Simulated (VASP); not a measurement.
# Si7Ge (P-42m) in VASP: notebook

The runs below take Si7Ge through single point, with r2SCAN.

Program: VASP 6.6.1. These are calculated values, not measurements. Logs are shortened: lines on timing, memory, paths and dates and some standing lists are left out, and cuts for length are marked.

**1. The cell of the first run**

Symmetry: P-42m, No. 111, tetragonal system. Conventional cell: a = 5.195 Å, b = 5.195 Å, c = 5.605 Å, α = 90.00°, β = 90.00°, γ = 90.00°. Si (site symmetry m) has 3 Si at 2.30 Å and 1 Ge at 2.33 Å within 3.0 Å. Within 3.0 Å of Si (site symmetry 222) lie 4 Si at 2.30 Å. Within 3.0 Å of Si (site symmetry -42m) lie 4 Si at 2.30 Å. Within 3.1 Å of Ge (site symmetry -42m) lie 4 Si at 2.33 Å.

**2. Single point, r2SCAN (strain -0.050 along x and y, +0.025 along z)**

POSCAR reads:

```
Si7Ge
1.0
    5.1945700089      0.0000000000      0.0000000000
    0.0000000000      5.1945700089      0.0000000000
    0.0000000000      0.0000000000      5.6046676412
Si Ge
7 1
Direct
    0.2524307582      0.2524307582      0.2524307582
    0.0000000000      0.5000000000      0.5000000000
    0.5000000000      0.5000000000      0.0000000000
    0.5000000000      0.0000000000      0.5000000000
    0.7475692418      0.2524307582      0.7475692418
    0.7475692418      0.7475692418      0.2524307582
    0.2524307582      0.7475692418      0.7475692418
    0.0000000000      0.0000000000      0.0000000000
```

INCAR.step1 reads:

```
SYSTEM = Si7Ge
PREC = Accurate ; ENCUT = 520
ISMEAR = 0 ; SIGMA = 0.05
LREAL = .FALSE. ; LASPH = .TRUE.
NELM = 100 ; NBANDS = 31
GGA = PE ; ALGO = Normal
EDIFF = 1E-4 ; LWAVE = .TRUE.
LCHARG = .FALSE.
```

INCAR.step2 reads:

```
SYSTEM = Si7Ge
PREC = Accurate ; ENCUT = 520
EDIFF = 1E-7 ; ISMEAR = 0
SIGMA = 0.05 ; LREAL = .FALSE.
LASPH = .TRUE. ; NELM = 100
ALGO = Normal ; ISIF = 2
LWAVE = .FALSE. ; LCHARG = .FALSE.
METAGGA = R2SCAN ; LMIXTAU = .TRUE.
NBANDS = 31 ; ISTART = 1
```

KPOINTS reads:

```
regular mesh
0
G
  6 6 6
  0 0 0
```

Potentials or basis: VASP PAW PBE potentials, release 64 (Si, Ge_d).

On the command line:

```console
$ cat potpaw_PBE.64/Si/POTCAR potpaw_PBE.64/Ge_d/POTCAR > POTCAR
$ cp INCAR.step1 INCAR
$ mpirun -np 1 vasp_std > vasp.out
$ cp INCAR.step2 INCAR
$ mpirun -np 1 vasp_std > vasp.out
```

OUTCAR:

```text
SYSTEM = Si7Ge
   PREC = Accurate
   ENCUT = 520
   EDIFF = 1E-7
   ISMEAR = 0
   LREAL = .FALSE.
   LASPH = .TRUE.
   NELM = 100
   ISIF = 2
   METAGGA = R2SCAN
   ISTART = 1

 ion  position               nearest neighbor table
   1  0.252  0.252  0.252-   2 2.30   4 2.30   3 2.30   8 2.33
   2  0.000  0.500  0.500-   1 2.30   5 2.30   6 2.30   7 2.30
   3  0.500  0.500  0.000-   1 2.30   5 2.30   6 2.30   7 2.30
   4  0.500  0.000  0.500-   1 2.30   5 2.30   6 2.30   7 2.30
   5  0.748  0.252  0.748-   2 2.30   4 2.30   3 2.30   8 2.33
   6  0.748  0.748  0.252-   2 2.30   4 2.30   3 2.30   8 2.33
   7  0.252  0.748  0.748-   2 2.30   4 2.30   3 2.30   8 2.33
   8  0.000  0.000  0.000-   1 2.33   5 2.33   6 2.33   7 2.33

  LATTYP: Found a simple tetragonal cell.
 ALAT       =     5.1945700089
 C/A-ratio  =     1.0789473684

  Lattice vectors:

 A1 = (   5.1945700089,   0.0000000000,   0.0000000000)
 A2 = (   0.0000000000,   5.1945700089,   0.0000000000)
 A3 = (   0.0000000000,   0.0000000000,   5.6046676412)

Analysis of symmetry for initial positions (statically):
=====================================================================
 Subroutine PRICEL returns:
 Original cell was already a primitive cell.

 Routine SETGRP: Setting up the symmetry group for a
 simple tetragonal supercell.

 Subroutine GETGRP returns: Found  8 space group operations
 (whereof  8 operations were pure point group operations)
 out of a pool of 16 trial point group operations.

The static configuration has the point symmetry D_2d.

Analysis of symmetry for dynamics (positions and initial velocities):
=====================================================================
 Subroutine PRICEL returns:
 Original cell was already a primitive cell.

 Routine SETGRP: Setting up the symmetry group for a
 simple tetragonal supercell.

 Subroutine GETGRP returns: Found  8 space group operations
 (whereof  8 operations were pure point group operations)
 out of a pool of 16 trial point group operations.

The dynamic configuration has the point symmetry D_2d.

 Subroutine INISYM returns: Found  8 space group operations
 (whereof  8 operations are pure point group operations),
 and found     1 'primitive' translations

----------------------------------------------------------------------------------------

                                     Primitive cell

  volume of cell :     151.2339

  direct lattice vectors                    reciprocal lattice vectors
     5.194570009  0.000000000  0.000000000     0.192508716  0.000000000  0.000000000
     0.000000000  5.194570009  0.000000000     0.000000000  0.192508716  0.000000000
     0.000000000  0.000000000  5.604667641     0.000000000  0.000000000  0.178422712

  length of vectors
     5.194570009  5.194570009  5.604667641     0.192508716  0.192508716  0.178422712

  position of ions in fractional coordinates (direct lattice)
     0.252430758  0.252430758  0.252430758
     0.000000000  0.500000000  0.500000000
     0.500000000  0.500000000  0.000000000
     0.500000000  0.000000000  0.500000000
     0.747569242  0.252430758  0.747569242
     0.747569242  0.747569242  0.252430758
     0.252430758  0.747569242  0.747569242
     0.000000000  0.000000000  0.000000000

  ion indices of the primitive-cell ions
   primitive index   ion index
                 1           1
                 2           2
                 3           3
                 4           4
                 5           5
                 6           6
                 7           7
                 8           8

----------------------------------------------------------------------------------------

 KPOINTS: regular mesh

Automatic generation of k-mesh.
 Grid dimensions read from file:
 generate k-points for:    6    6    6

 Generating k-lattice:

  Cartesian coordinates                     Fractional coordinates (reciprocal lattice)
     0.032084786  0.000000000  0.000000000     0.166666667  0.000000000  0.000000000
     0.000000000  0.032084786  0.000000000     0.000000000  0.166666667  0.000000000
     0.000000000  0.000000000  0.029737119     0.000000000  0.000000000  0.166666667

  Length of vectors
     0.032084786  0.032084786  0.029737119

  Shift w.r.t. Gamma in fractional coordinates (k-lattice)
     0.000000000  0.000000000  0.000000000

 Subroutine IBZKPT returns following result:
 ===========================================

 Found     40 irreducible k-points:

 Following reciprocal coordinates:
            Coordinates               Weight
  0.000000  0.000000  0.000000      1.000000
  0.166667  0.000000  0.000000      4.000000
  0.333333  0.000000  0.000000      4.000000
  0.500000  0.000000  0.000000      2.000000
  0.166667  0.166667  0.000000      4.000000
  0.333333  0.166667  0.000000      8.000000
[... 16 lines left out ...]
  0.333333  0.000000  0.333333      8.000000
  0.500000  0.000000  0.333333      4.000000
 [... further k-points ...]
   k-points           NKPTS =     40   k-points in BZ     NKDIM =     40   number of bands    NBANDS=     31
   number of dos      NEDOS =    301   number of ions     NIONS =      8
   total plane-waves  NPLWV =  67200
   dimension x,y,z NGX =    40 NGY =   40 NGZ =   42
   dimension x,y,z NGXF=    80 NGYF=   80 NGZF=   84
   ions per type =               7   1
   NGX,Y,Z   is equivalent  to a cutoff of  12.80, 12.80, 12.46 a.u.
   NGXF,Y,Z  is equivalent  to a cutoff of  25.60, 25.60, 24.92 a.u.
 SYSTEM =  Si7Ge
   PREC   = accura    normal or accurate (medium, high low for compatibility)
   ISTART =      1    job   : 0-new  1-cont  2-samecut
   ICHARG =      0    charge: 1-file 2-atom 10-const
   ISPIN  =      1    spin polarized calculation?
   LNONCOLLINEAR =      F non collinear calculations
   LSORBIT =      F    spin-orbit coupling
   LASPH  =      T    aspherical Exc in radial PAW
   ENCUT  =  520.0 eV  38.22 Ry    6.18 a.u.   9.66  9.66 10.42*2*pi/ulx,y,z
   NELM   =    100;   NELMIN=  2; NELMDL=  0     # of ELM steps
   EDIFF  = 0.1E-06   stopping-criterion for ELM
   LREAL  =      F    real-space projection
   EDIFFG = 0.1E-05   stopping-criterion for IOM
   NSW    =      0    number of steps for IOM
   IBRION =     -1    ionic relax: 0-MD 1-quasi-New 2-CG
   NFREE  =      0    steps in history (QN), initial steepest desc. (CG)
   ISIF   =      2    stress and relaxation
   ISYM   =      2    0-nonsym 1-usesym 2-fastsym
   POTIM  = 0.5000    time-step for ionic-motion
   TEBEG  =    0.0;   TEEND  =   0.0 temperature during run
   PSTRESS=    0.0 pullay stress
   NELECT =      42.0000    total number of electrons
   NUPDOWN=      -1.0000    fix difference up-down
   EMIN   =  10.00;   EMAX   =-10.00  energy-range for DOS
   EFERMI =   0.00;   METHOD = LEGACY
   ISMEAR =     0;   SIGMA  =   0.05  broadening in eV -4-tet -1-fermi 0-gaus
   EFERMI_NEDOS =   21; number of points for ismear=-14 and -15
   IALGO  =     38    algorithm
   IMIX   =      4    mixing-type and parameters
     AMIX     =   0.40;   BMIX     =  1.00
     AMIX_MAG =   1.60;   BMIX_MAG =  1.00
  volume/ion in A,a.u.               =      18.90       127.57
  Fermi-wavevector in a.u.,A,eV,Ry     =   1.068091  2.018399 15.521775  1.140818
  Thomas-Fermi vector in A             =   2.203728
   LORBIT       =      0    0 simple, 1 ext, 2 COOP (PROOUT), +10 PAW based schemes
   METAGGA = R2SCAN    functional components
   LHFCALC =     F    Hartree Fock is set to
   AEXX    =    0.0000 exact exchange contribution
   IVDW    =     0    specifies the selected vdW correction
   LEPSILON=     F    determine dielectric tensor
   LRPA    =     F    only Hartree local field effects (RPA)
 non-spin polarized calculation
 Gauss-broadening in eV      SIGMA  =   0.05
  energy-cutoff  :      520.00
  volume of cell :      151.23
 maximum number of plane-waves:      4101
 NGX is ok and might be reduce to    40
   NGX = 19   NGY = 19   NGZ = 21

 number of electron      42.0000015 magnetization

 Free energy of the ion-electron system (eV)
  ---------------------------------------------------
  ext. energy  EPLUGINS =         0.00000000
  ---------------------------------------------------
  free energy    TOTEN  =       -74.75731326 eV

  energy without entropy =      -74.75722070  energy(sigma->0) =      -74.75726698

 E-fermi :   6.6502     XC(G=0): -10.3060

 val. band max:        6.5850501203   @ k =   0.0000   0.0000   0.0000
 cond. band min:       6.7037258991   @ k =   0.0000   0.0000   0.0000
 fundamental gap:      0.1186757789
 Fermi energy:         6.6501871553

 k-point     1 :       0.0000    0.0000    0.0000
  band No.  band energies     occupation
      1     -18.4805      2.00000
      2     -18.4805      2.00000
      3     -18.4787      2.00000
      4     -18.4452      2.00000
      5     -18.4402      2.00000
      6      -6.8027      2.00000
[... 23 lines left out ...]
     30       9.4079      0.00000
     31      10.6906      0.00000

 k-point     2 :       0.1667    0.0000    0.0000
  band No.  band energies     occupation
      1     -18.4805      2.00000
      2     -18.4805      2.00000
      3     -18.4787      2.00000
      4     -18.4451      2.00000
      5     -18.4402      2.00000
      6      -6.6624      2.00000
[... 23 lines left out ...]
     30      10.1831      0.00000
     31      11.2549      0.00000

 k-point     3 :       0.3333    0.0000    0.0000
  band No.  band energies     occupation
      1     -18.4806      2.00000
      2     -18.4805      2.00000
      3     -18.4788      2.00000
      4     -18.4450      2.00000
      5     -18.4402      2.00000
      6      -6.2452      2.00000
[... 703 lines left out ...]
     30      11.2503      0.00000
     31      11.4430      0.00000

 k-point    24 :       0.5000    0.0000    0.3333
  band No.  band energies     occupation
      1     -18.4807      2.00000
      2     -18.4805      2.00000
      3     -18.4788      2.00000
      4     -18.4449      2.00000
      5     -18.4400      2.00000
      6      -5.2245      2.00000
[... 23 lines left out ...]
     30      12.1378      0.00000
     31      12.3014      0.00000

 [... further k-points ...]

------------------------ aborting loop because EDIFF is reached ----------------------------------------

  FORCE on cell =-STRESS in cart. coord.  units (eV):
  Direction    XX          YY          ZZ          XY          YZ          ZX
  --------------------------------------------------------------------------------------
  -------------------------------------------------------------------------------------
  Total       10.6099808     10.6099808      2.0604832      0.0000000      0.0000000      0.0000000
  in kB      112.4025355    112.4025355     21.8288361      0.0000000      0.0000000      0.0000000
  external PRESSURE =      82.2113024 kB  Pullay stress =       0.0000000 kB

 VOLUME and BASIS-vectors are now :
 -----------------------------------------------------------------------------
  energy-cutoff  :      520.00
  volume of cell :      151.23
      direct lattice vectors                 reciprocal lattice vectors
     5.194570009  0.000000000  0.000000000     0.192508716  0.000000000  0.000000000
     0.000000000  5.194570009  0.000000000     0.000000000  0.192508716  0.000000000
     0.000000000  0.000000000  5.604667641     0.000000000  0.000000000  0.178422712

 POSITION                                       TOTAL-FORCE (eV/Angst)
 -----------------------------------------------------------------------------------
      1.31127      1.31127      1.41479         0.028324      0.028324     -0.012128
      0.00000      2.59729      2.80233        -0.000000      0.000000      0.000000
      2.59729      2.59729      0.00000         0.000000      0.000000      0.000000
      2.59729      0.00000      2.80233        -0.000000      0.000000      0.000000
      3.88330      1.31127      4.18988        -0.028324      0.028324      0.012128
      3.88330      3.88330      1.41479        -0.028324     -0.028324     -0.012128
      1.31127      3.88330      4.18988         0.028324     -0.028324      0.012128
      0.00000      0.00000      0.00000         0.000000      0.000000      0.000000
 -----------------------------------------------------------------------------------
    total drift:                               -0.000000     -0.000000      0.000000

  FREE ENERGIE OF THE ION-ELECTRON SYSTEM (eV)
  ---------------------------------------------------
  free  energy   TOTEN  =       -74.7573132597 eV

  energy  without entropy=      -74.7572206950  energy(sigma->0) =      -74.75726698
```

Wall time 6 min (1 thread of AMD EPYC 9R45 (Zen 5), shared host); peak memory 0.33 GiB.

Results:

* Free energy: -74.7573 eV
* Pressure: 8.2 GPa
* Largest force: 0.042 eV/Å
* Band gap on the k mesh: 0.12 eV

Forces on the atoms (eV/Å):
```
Si   0.028  0.028 -0.012
Si   0.000  0.000  0.000
Si   0.000  0.000  0.000
Si   0.000  0.000  0.000
Si  -0.028  0.028  0.012
Si  -0.028 -0.028 -0.012
Si   0.028 -0.028  0.012
Ge   0.000  0.000  0.000
```

Stress tensor (GPa, compression positive):
```
11.24  0.00  0.00
 0.00 11.24  0.00
 0.00  0.00  2.18
```

Caveat: the cell differs from its parent crystal (strain -0.050 along x and y, +0.025 along z); the stress differs along the axes, from 2 to 11 GPa; the PAW data sets were made with another functional, which shifts forces and pressure a little.

**3. Single point, r2SCAN (strain -0.050 along x and y, +0.050 along z)**

Changes to POSCAR since step 2:

```diff
@@ -4,3 +4,3 @@
     0.0000000000      5.1945700089      0.0000000000
-    0.0000000000      0.0000000000      5.6046676412
+    0.0000000000      0.0000000000      5.7413668519
 Si Ge
```

INCAR.step1 reads:

```
SYSTEM = Si7Ge
PREC = Accurate
ENCUT = 520
ISMEAR = 0
SIGMA = 0.05
LREAL = .FALSE.
LASPH = .TRUE.
NELM = 100
NBANDS = 31
GGA = PE
ALGO = Normal
EDIFF = 1E-4
LWAVE = .TRUE.
LCHARG = .FALSE.
```

INCAR.step2 reads:

```
SYSTEM = Si7Ge
PREC = Accurate
ENCUT = 520
EDIFF = 1E-6
ISMEAR = 0
SIGMA = 0.05
LREAL = .FALSE.
LASPH = .TRUE.
NELM = 100
ALGO = Normal
ISIF = 2
LWAVE = .FALSE.
LCHARG = .FALSE.
METAGGA = R2SCAN
LMIXTAU = .TRUE.
NBANDS = 31
ISTART = 1
```

KPOINTS is that of step 2.

Potentials or basis: VASP PAW PBE potentials, release 64 (Si, Ge_d).

On the command line:

```console
$ cat potpaw_PBE.64/Si/POTCAR potpaw_PBE.64/Ge_d/POTCAR > POTCAR
$ cp INCAR.step1 INCAR
$ mpirun -np 1 vasp_std > vasp.out
$ cp INCAR.step2 INCAR
$ mpirun -np 1 vasp_std > vasp.out
```

It took 6.1 min on 1 thread of AMD EPYC 9R45 (Zen 5), shared host; peak memory 0.35 GiB.

It converged, with:

```yaml
Free_energy: -74.7467 eV
Pressure: 5.2 GPa
Largest_force: 0.051 eV/Å
Band_gap_on_the_k_mesh: 0.05 eV
```

Forces on the atoms (eV/Å):
```
Si   0.035  0.035 -0.009
Si   0.000  0.000  0.000
Si   0.000  0.000  0.000
Si   0.000  0.000  0.000
Si  -0.035  0.035  0.009
Si  -0.035 -0.035 -0.009
Si   0.035 -0.035  0.009
Ge   0.000  0.000  0.000
```

Stress tensor (GPa, compression positive):
```
 9.26  0.00  0.00
 0.00  9.26  0.00
 0.00  0.00 -3.05
```

Levels at points of the mesh, in eV from the valence-band top:
| k point | band 17 | band 18 | band 19 | band 20 | band 21 | band 22 | band 23 | band 24 | band 25 | band 26 |
| --- | --- | --- | --- | --- | --- | --- | --- | --- | --- | --- |
| (0.00, 0.00, 0.00) | -2.87 | -2.87 | -0.85 | 0.00 | 0.00 | 0.05 | 0.37 | 0.37 | 0.44 | 1.17 |
| (0.50, 0.00, 0.00) | -3.60 | -2.76 | -2.67 | -2.47 | -2.39 | 0.65 | 0.83 | 3.16 | 3.22 | 4.51 |
| (0.50, 0.50, 0.00) | -4.75 | -1.28 | -1.17 | -1.07 | -1.07 | 3.05 | 3.05 | 3.20 | 3.34 | 4.48 |
| (0.00, 0.00, 0.50) | -4.43 | -1.98 | -1.98 | -1.85 | -1.85 | 1.49 | 1.68 | 3.13 | 3.20 | 3.48 |
| (0.50, 0.00, 0.50) | -4.15 | -2.20 | -2.07 | -2.04 | -2.00 | 2.04 | 2.05 | 2.11 | 2.28 | 4.34 |
| (0.50, 0.50, 0.50) | -2.07 | -1.17 | -1.12 | -0.95 | -0.95 | 0.90 | 1.15 | 1.32 | 1.32 | 3.28 |

Caveat: the cell differs from its parent crystal (strain -0.050 along x and y, +0.050 along z); the stress differs along the axes, from -3 to 9 GPa; the PAW data sets were made with another functional, which shifts forces and pressure a little. A k mesh can miss the band edges.
